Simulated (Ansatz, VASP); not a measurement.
# C: VASP beside Ansatz

Contents of INCAR:

```
SYSTEM = C
  PREC = Accurate
  ENCUT = 520
  EDIFF = 1E-6
  ISMEAR = 0
  SIGMA = 0.15
  LREAL = .FALSE.
  LASPH = .TRUE.
  NELM = 80
  ALGO = Normal
  ISIF = 2
  LWAVE = .FALSE.
  LCHARG = .FALSE.
  GGA = PS
  NBANDS = 11
```

File KPOINTS:

```
regular mesh
0
G
  14 14 8
  0 0 0
```

File POSCAR:

```
C
1.0
    2.1130422544     -1.2200362617      0.0000000000
    2.1130422544      1.2200362617      0.0000000000
   -1.3698142178      0.0000000000      3.4793203655
C
2
Direct
    0.8333600000      0.8333600000      0.0000900000
    0.1666400000      0.1666400000      0.9999100000
```

Input for Ansatz:

```yaml
crystal:
  lattice:
    - [2.113042254366986, -1.220036261678488, 0.0]
    - [2.113042254366986, 1.220036261678488, 0.0]
    - [-1.3698142177621981, 0.0, 3.4793203654665534]
  atoms:
    - { symbol: C, position: [0.83336, 0.83336, 9.0e-05] }
    - { symbol: C, position: [0.16664, 0.16664, 0.99991] }
basis:
  ecutwfc: 500.0
kpoints:
  mp_grid:
    grid: [14, 14, 8]
hamiltonian:
  xc: pbesol
scf:
  occupations:
    method: gaussian
    width: 0.15
output:
  stress: true
```

Alike in both runs: task single point; functional PBEsol; k mesh 14 × 14 × 8; occupations gaussian, width 0.15 eV; no spin polarisation.

|  | VASP | Ansatz |
| --- | --- | --- |
| version | VASP 6.6.1 | Ansatz 0.2.0 |
| potentials or method | VASP PAW PBE potentials, release 64 (C), cutoff 520 eV | plane waves, PAW |
| valence electrons in the cell | 8 | 8 |

Ansatz gave:

| Property | Result |
| --- | --- |
| pressure (GPa) | 6.6 |
| traceless stress, the component that is largest in VASP (GPa) | -6.06 |

**Question.** Which values does VASP return?

**Answer.** Pressure (GPa): 7.3; traceless stress, the component that is largest in VASP (GPa): -6.81.

VASP's potentials were made for PBE, not for PBEsol. With one functional, cell and mesh, what is left measures potentials, basis and numerics.
